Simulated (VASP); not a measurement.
# In3O2 (P-3m1) in VASP: notebook

Runs on In3O2. Level: PBE. Tasks: single point.

All numbers are computed with VASP 6.6.1; they aren't measurements. Logs are shortened: lines on timing, memory, paths and dates and some standing lists are left out, and cuts for length are marked.

**1. The cell of the first run**

Symmetry: P-3m1, No. 164, trigonal system. The conventional cell has a = 3.993 Å, b = 3.993 Å, c = 6.213 Å, α = 90.00°, β = 90.00°, γ = 120.00°. In (site symmetry -3m) has 6 O at 2.76 Å and 6 In at 3.19 Å within 3.6 Å. Within 3.2 Å of In (site symmetry 3m) lie 4 O at 2.40 to 2.49 Å and 6 In at 2.93 to 3.19 Å. O (site symmetry 3m) has 7 In at 2.40 to 2.76 Å within 3.2 Å.

**2. Single point, PBE**

The input, INCAR:

```
SYSTEM = In3O2
  ALGO = Normal
  EDIFF = 1E-6
  ENCUT = 520
  GGA = PE
  ISIF = 2
  ISMEAR = 0
  LASPH = .True.
  LCHARG = .False.
  LREAL = .False.
  LWAVE = .False.
  NBANDS = 34
  NELM = 100
  PREC = Accurate
  SIGMA = 0.1
```

The input, KPOINTS:

```
k-points
0
Gamma
  6 6 4
  0 0 0
```

The input, POSCAR:

```
In3O2
1.0
    3.9933582384      0.0000000000      0.0000000000
   -1.9966791192      3.4583496808      0.0000000000
    0.0000000000      0.0000000000      6.2130167516
In O
3 2
Direct
    0.0000000000      0.0000000000      0.0000000000
    0.3333333333      0.6666666667      0.6450000000
    0.6666666667      0.3333333333      0.3550000000
    0.3333333333      0.6666666667      0.2450000000
    0.6666666667      0.3333333333      0.7550000000
```

Potentials or basis: VASP PAW PBE potentials, release 64 (In_d, O).

The run is started by

```sh
cat potpaw_PBE.64/In_d/POTCAR potpaw_PBE.64/O/POTCAR > POTCAR
mpirun -np 1 vasp_std > vasp.out
```

OUTCAR:

```text
SYSTEM = In3O2
   EDIFF = 1E-6
   ENCUT = 520
   GGA = PE
   ISIF = 2
   ISMEAR = 0
   LASPH = .True.
   LREAL = .False.
   NELM = 100
   PREC = Accurate

 ion  position               nearest neighbor table
   1  0.000  0.000  0.000-   4 2.76   5 2.76   4 2.76   5 2.76   5 2.76   4 2.76   2 3.19   3 3.19
                             2 3.19   3 3.19   2 3.19   3 3.19
   2  0.333  0.667  0.645-   5 2.40   5 2.40   5 2.40   4 2.49   3 2.93   3 2.93   3 2.93   1 3.19
                             1 3.19   1 3.19
   3  0.667  0.333  0.355-   4 2.40   4 2.40   4 2.40   5 2.49   2 2.93   2 2.93   2 2.93   1 3.19
                             1 3.19   1 3.19
   4  0.333  0.667  0.245-   3 2.40   3 2.40   3 2.40   2 2.49   1 2.76   1 2.76   1 2.76
   5  0.667  0.333  0.755-   2 2.40   2 2.40   2 2.40   3 2.49   1 2.76   1 2.76   1 2.76

  LATTYP: Found a hexagonal cell.
 ALAT       =     3.9933582384
 C/A-ratio  =     1.5558375634

  Lattice vectors:

 A1 = (   3.9933582384,   0.0000000000,   0.0000000000)
 A2 = (  -1.9966791192,   3.4583496808,   0.0000000000)
 A3 = (   0.0000000000,   0.0000000000,   6.2130167516)

Analysis of symmetry for initial positions (statically):
=====================================================================
 Subroutine PRICEL returns:
 Original cell was already a primitive cell.

 Routine SETGRP: Setting up the symmetry group for a
 hexagonal supercell.

 Subroutine GETGRP returns: Found 12 space group operations
 (whereof 12 operations were pure point group operations)
 out of a pool of 24 trial point group operations.

The static configuration has the point symmetry D_3d.

Analysis of symmetry for dynamics (positions and initial velocities):
=====================================================================
 Subroutine PRICEL returns:
 Original cell was already a primitive cell.

 Routine SETGRP: Setting up the symmetry group for a
 hexagonal supercell.

 Subroutine GETGRP returns: Found 12 space group operations
 (whereof 12 operations were pure point group operations)
 out of a pool of 24 trial point group operations.

The dynamic configuration has the point symmetry D_3d.

 Subroutine INISYM returns: Found 12 space group operations
 (whereof 12 operations are pure point group operations),
 and found     1 'primitive' translations

----------------------------------------------------------------------------------------

                                     Primitive cell

  volume of cell :      85.8044

  direct lattice vectors                    reciprocal lattice vectors
     3.993358238  0.000000000  0.000000000     0.250415801  0.144577630  0.000000000
    -1.996679119  3.458349681  0.000000000     0.000000000  0.289155260  0.000000000
     0.000000000  0.000000000  6.213016752     0.000000000  0.000000000  0.160952407

  length of vectors
     3.993358238  3.993358238  6.213016752     0.289155260  0.289155260  0.160952407

  position of ions in fractional coordinates (direct lattice)
     0.000000000  0.000000000  0.000000000
     0.333333333  0.666666667  0.645000000
     0.666666667  0.333333333  0.355000000
     0.333333333  0.666666667  0.245000000
     0.666666667  0.333333333  0.755000000

  ion indices of the primitive-cell ions
   primitive index   ion index
                 1           1
                 2           2
                 3           3
                 4           4
                 5           5

----------------------------------------------------------------------------------------

 KPOINTS: k-points

Automatic generation of k-mesh.
 Grid dimensions read from file:
 generate k-points for:    6    6    4

 Generating k-lattice:

  Cartesian coordinates                     Fractional coordinates (reciprocal lattice)
     0.041735967  0.024096272  0.000000000     0.166666667 -0.000000000  0.000000000
     0.000000000  0.048192543  0.000000000     0.000000000  0.166666667  0.000000000
     0.000000000  0.000000000  0.040238102     0.000000000  0.000000000  0.250000000

  Length of vectors
     0.048192543  0.048192543  0.040238102

  Shift w.r.t. Gamma in fractional coordinates (k-lattice)
     0.000000000  0.000000000  0.000000000

 Subroutine IBZKPT returns following result:
 ===========================================

 Found     24 irreducible k-points:

 Following reciprocal coordinates:
            Coordinates               Weight
  0.000000  0.000000  0.000000      1.000000
  0.166667 -0.000000  0.000000      6.000000
  0.333333  0.000000  0.000000      6.000000
  0.500000  0.000000  0.000000      3.000000
  0.166667  0.166667  0.000000      6.000000
  0.333333  0.166667  0.000000     12.000000
[... 16 lines left out ...]
  0.333333  0.166667  0.500000     12.000000
  0.333333  0.333333  0.500000      2.000000
   k-points           NKPTS =     24   k-points in BZ     NKDIM =     24   number of bands    NBANDS=     34
   number of dos      NEDOS =    301   number of ions     NIONS =      5
   total plane-waves  NPLWV =  43200
   dimension x,y,z NGX =    30 NGY =   30 NGZ =   48
   dimension x,y,z NGXF=    60 NGYF=   60 NGZF=   96
   ions per type =               3   2
   NGX,Y,Z   is equivalent  to a cutoff of  12.49, 12.49, 12.84 a.u.
   NGXF,Y,Z  is equivalent  to a cutoff of  24.98, 24.98, 25.69 a.u.
 SYSTEM =  In3O2
   PREC   = accura    normal or accurate (medium, high low for compatibility)
   ISTART =      0    job   : 0-new  1-cont  2-samecut
   ICHARG =      2    charge: 1-file 2-atom 10-const
   ISPIN  =      1    spin polarized calculation?
   LNONCOLLINEAR =      F non collinear calculations
   LSORBIT =      F    spin-orbit coupling
   LASPH  =      T    aspherical Exc in radial PAW
   ENCUT  =  520.0 eV  38.22 Ry    6.18 a.u.   7.42  7.42 11.55*2*pi/ulx,y,z
   NELM   =    100;   NELMIN=  2; NELMDL= -5     # of ELM steps
   EDIFF  = 0.1E-05   stopping-criterion for ELM
   LREAL  =      F    real-space projection
   EDIFFG = 0.1E-04   stopping-criterion for IOM
   NSW    =      0    number of steps for IOM
   IBRION =     -1    ionic relax: 0-MD 1-quasi-New 2-CG
   NFREE  =      0    steps in history (QN), initial steepest desc. (CG)
   ISIF   =      2    stress and relaxation
   ISYM   =      2    0-nonsym 1-usesym 2-fastsym
   POTIM  = 0.5000    time-step for ionic-motion
   TEBEG  =    0.0;   TEEND  =   0.0 temperature during run
   PSTRESS=    0.0 pullay stress
   NELECT =      51.0000    total number of electrons
   NUPDOWN=      -1.0000    fix difference up-down
   EMIN   =  10.00;   EMAX   =-10.00  energy-range for DOS
   EFERMI =   0.00;   METHOD = LEGACY
   ISMEAR =     0;   SIGMA  =   0.10  broadening in eV -4-tet -1-fermi 0-gaus
   EFERMI_NEDOS =   21; number of points for ismear=-14 and -15
   IALGO  =     38    algorithm
   IMIX   =      4    mixing-type and parameters
     AMIX     =   0.40;   BMIX     =  1.00
     AMIX_MAG =   1.60;   BMIX_MAG =  1.00
  volume/ion in A,a.u.               =      17.16       115.81
  Fermi-wavevector in a.u.,A,eV,Ry     =   1.376454  2.601121 25.777941  1.894625
  Thomas-Fermi vector in A             =   2.501697
   LORBIT       =      0    0 simple, 1 ext, 2 COOP (PROOUT), +10 PAW based schemes
   GGA     = PE    functional components
   LHFCALC =     F    Hartree Fock is set to
   AEXX    =    0.0000 exact exchange contribution
   IVDW    =     0    specifies the selected vdW correction
   LEPSILON=     F    determine dielectric tensor
   LRPA    =     F    only Hartree local field effects (RPA)
 non-spin polarized calculation
 Gauss-broadening in eV      SIGMA  =   0.10
  energy-cutoff  :      520.00
  volume of cell :       85.80
 maximum number of plane-waves:      2352
 NGX is ok and might be reduce to    30
   NGX = 15   NGY = 15   NGZ = 23

 number of electron      50.9999974 magnetization

 Free energy of the ion-electron system (eV)
  ---------------------------------------------------
  ext. energy  EPLUGINS =         0.00000000
  ---------------------------------------------------
  free energy    TOTEN  =       -19.14736051 eV

  energy without entropy =      -19.12925203  energy(sigma->0) =      -19.13830627

 E-fermi :   8.2026     XC(G=0): -10.8158

 val. band max:        8.1860841571   @ k =   0.0000   0.1667   0.2500
 cond. band min:       8.2105819751   @ k =   0.3333   0.0000   0.5000
 fundamental gap:      0.0244978179
 Fermi energy:         8.2026103844

 k-point     1 :       0.0000    0.0000    0.0000
  band No.  band energies     occupation
      1     -10.8074      2.00000
      2     -10.6425      2.00000
      3      -7.3925      2.00000
      4      -7.3925      2.00000
      5      -7.1953      2.00000
      6      -7.1953      2.00000
[... 26 lines left out ...]
     33      14.9659      0.00000
     34      15.6081      0.00000

 k-point     2 :       0.1667   -0.0000    0.0000
  band No.  band energies     occupation
      1     -10.7677      2.00000
      2     -10.6397      2.00000
      3      -7.3738      2.00000
      4      -7.3522      2.00000
      5      -7.1598      2.00000
      6      -7.1538      2.00000
[... 26 lines left out ...]
     33      15.1413      0.00000
     34      15.6648      0.00000

 k-point     3 :       0.3333    0.0000    0.0000
  band No.  band energies     occupation
      1     -10.6911      2.00000
      2     -10.6365      2.00000
      3      -7.3357      2.00000
      4      -7.2630      2.00000
      5      -7.0741      2.00000
      6      -7.0487      2.00000
[... 26 lines left out ...]
     33      15.4560      0.00000
     34      15.7453      0.00000
[... 704 lines left out ...]
 k-point    23 :       0.3333    0.1667    0.5000
  band No.  band energies     occupation
      1     -10.6445      2.00000
      2     -10.6313      2.00000
      3      -7.3395      2.00000
      4      -7.2130      2.00000
      5      -7.0559      2.00000
      6      -7.0162      2.00000
[... 26 lines left out ...]
     33      14.7040      0.00000
     34      16.4726      0.00000

 k-point    24 :       0.3333    0.3333    0.5000
  band No.  band energies     occupation
      1     -10.6294      2.00000
      2     -10.6294      2.00000
      3      -7.3285      2.00000
      4      -7.1125      2.00000
      5      -7.1125      2.00000
      6      -7.0760      2.00000
[... 26 lines left out ...]
     33      14.8929      0.00000
     34      15.1267      0.00000

------------------------ aborting loop because EDIFF is reached ----------------------------------------

  FORCE on cell =-STRESS in cart. coord.  units (eV):
  Direction    XX          YY          ZZ          XY          YZ          ZX
  --------------------------------------------------------------------------------------
  -------------------------------------------------------------------------------------
  Total        3.6661943      3.6661943      6.5059131      0.0000000     -0.0000000     -0.0000000
  in kB       68.4567623     68.4567623    121.4812190      0.0000000     -0.0000000     -0.0000000
  external PRESSURE =      86.1315812 kB  Pullay stress =       0.0000000 kB

 VOLUME and BASIS-vectors are now :
 -----------------------------------------------------------------------------
  energy-cutoff  :      520.00
  volume of cell :       85.80
      direct lattice vectors                 reciprocal lattice vectors
     3.993358238  0.000000000  0.000000000     0.250415801  0.144577630  0.000000000
    -1.996679119  3.458349681  0.000000000     0.000000000  0.289155260  0.000000000
     0.000000000  0.000000000  6.213016752     0.000000000  0.000000000  0.160952407

 POSITION                                       TOTAL-FORCE (eV/Angst)
 -----------------------------------------------------------------------------------
      0.00000      0.00000      0.00000        -0.000000      0.000000      0.000000
     -0.00000      2.30557      4.00740        -0.000000      0.000000      1.122326
      1.99668      1.15278      2.20562         0.000000     -0.000000     -1.122326
     -0.00000      2.30557      1.52219        -0.000000      0.000000      0.088767
      1.99668      1.15278      4.69083         0.000000      0.000000     -0.088767
 -----------------------------------------------------------------------------------
    total drift:                                0.000000      0.000000     -0.000000

  FREE ENERGIE OF THE ION-ELECTRON SYSTEM (eV)
  ---------------------------------------------------
  free  energy   TOTEN  =       -19.1473605089 eV

  energy  without entropy=      -19.1292520298  energy(sigma->0) =      -19.13830627
```

Wall time 86 s (1 thread of AMD EPYC 7R43 (Zen 3), shared host); peak memory 0.18 GiB.

What came out:

* Free energy: -19.1474 eV
* Pressure: 8.6 GPa
* Largest force: 1.122 eV/Å

Forces on the atoms (eV/Å):
```
In   0.000  0.000  0.000
In   0.000  0.000  1.122
In   0.000  0.000 -1.122
O    0.000  0.000  0.089
O    0.000  0.000 -0.089
```

Stress tensor (GPa, compression positive):
```
 6.85  0.00  0.00
 0.00  6.85  0.00
 0.00  0.00 12.15
```

Caveat: spin-orbit coupling is left out, which moves the levels of the heavy elements; an odd number of electrons without spin polarisation forces a metal; a magnetic or distorted state may lie lower.

**3. Single point, PBE**

This run uses another cell than the first one, of 18.75 Å³/atom, 1.093 times its volume.

The input, INCAR:

```
ALGO = Normal
EDIFF = 1E-7
ENCUT = 520
GGA = PE
ISIF = 2
ISMEAR = 0
LASPH = True
LCHARG = False
LREAL = False
LWAVE = False
NBANDS = 34
NELM = 60
PREC = Accurate
SIGMA = 0.1
```

The input, KPOINTS:

```
k-points
0
Gamma
  6 6 4
```

The input, POSCAR:

```
In3O2
1.0
    3.6948125470      0.0000000000      0.0000000000
   -1.8474062735      3.1998015279      0.0000000000
    0.0000000000      0.0000000000      7.9310044852
In O
3 2
Direct
    0.0000000000      0.0000000000      0.0000000000
    0.3333333333      0.6666666667      0.6830571495
    0.6666666667      0.3333333333      0.3169428505
    0.3333333333      0.6666666667      0.3879980428
    0.6666666667      0.3333333333      0.6120019572
```

Potentials or basis: VASP PAW PBE potentials, release 64 (In_d, O).

The run is started by

```sh
cat potpaw_PBE.64/In_d/POTCAR potpaw_PBE.64/O/POTCAR > POTCAR
mpirun -np 1 vasp_std > vasp.out
```

OUTCAR:

```text
EDIFF = 1E-7
   ENCUT = 520
   GGA = PE
   ISIF = 2
   ISMEAR = 0
   LASPH = True
   LREAL = False
   NELM = 60
   PREC = Accurate

 ion  position               nearest neighbor table
   1  0.000  0.000  0.000-   2 3.30   3 3.30   2 3.30   3 3.30   3 3.30   2 3.30
   2  0.333  0.667  0.683-   5 2.21   5 2.21   5 2.21   4 2.34   1 3.30   1 3.30   1 3.30   3 3.60
                             3 3.60   3 3.60
   3  0.667  0.333  0.317-   4 2.21   4 2.21   4 2.21   5 2.34   1 3.30   1 3.30   1 3.30   2 3.60
                             2 3.60   2 3.60
   4  0.333  0.667  0.388-   3 2.21   3 2.21   3 2.21   2 2.34
   5  0.667  0.333  0.612-   2 2.21   2 2.21   2 2.21   3 2.34
[... 1090 lines left out ...]
  -------------------------------------------------------------------------------------
  Total        0.0797441      0.0797441     -0.0637957      0.0000000      0.0000000     -0.0000000
  in kB        1.3625901      1.3625901     -1.0900804      0.0000000      0.0000000     -0.0000000
  external PRESSURE =       0.5450333 kB  Pullay stress =       0.0000000 kB

 VOLUME and BASIS-vectors are now :
 -----------------------------------------------------------------------------
  energy-cutoff  :      520.00
  volume of cell :       93.77
      direct lattice vectors                 reciprocal lattice vectors
     3.694812547  0.000000000  0.000000000     0.270649725  0.156259692  0.000000000
    -1.847406274  3.199801528  0.000000000     0.000000000  0.312519383  0.000000000
     0.000000000  0.000000000  7.931004485     0.000000000  0.000000000  0.126087433

 POSITION                                       TOTAL-FORCE (eV/Angst)
 -----------------------------------------------------------------------------------
      0.00000      0.00000      0.00000         0.000000      0.000000      0.000000
     -0.00000      2.13320      5.41733         0.000000      0.000000      0.004866
      1.84741      1.06660      2.51368         0.000000     -0.000000     -0.004866
     -0.00000      2.13320      3.07721        -0.000000     -0.000000      0.045918
      1.84741      1.06660      4.85379        -0.000000      0.000000     -0.045918
 -----------------------------------------------------------------------------------
    total drift:                                0.000000     -0.000000      0.000000

  FREE ENERGIE OF THE ION-ELECTRON SYSTEM (eV)
  ---------------------------------------------------
  free  energy   TOTEN  =       -22.0183096060 eV

  energy  without entropy=      -22.0077779764  energy(sigma->0) =      -22.01304379
```

Run time: 1.9 min. Hardware: 1 thread of AMD EPYC 7R43 (Zen 3), shared host; peak memory 0.19 GiB.

Results:

```yaml
Free_energy: -22.0183 eV
Pressure: 0.1 GPa
Largest_force: 0.046 eV/Å
```

Forces on the atoms (eV/Å):
```
In   0.000  0.000  0.000
In   0.000  0.000  0.005
In   0.000  0.000 -0.005
O    0.000  0.000  0.046
O    0.000  0.000 -0.046
```

Stress tensor (GPa, compression positive):
```
 0.14  0.00  0.00
 0.00  0.14  0.00
 0.00  0.00 -0.11
```

Caveat: spin-orbit coupling is left out, which moves the levels of the heavy elements; an odd number of electrons without spin polarisation forces a metal; a magnetic or distorted state may lie lower.
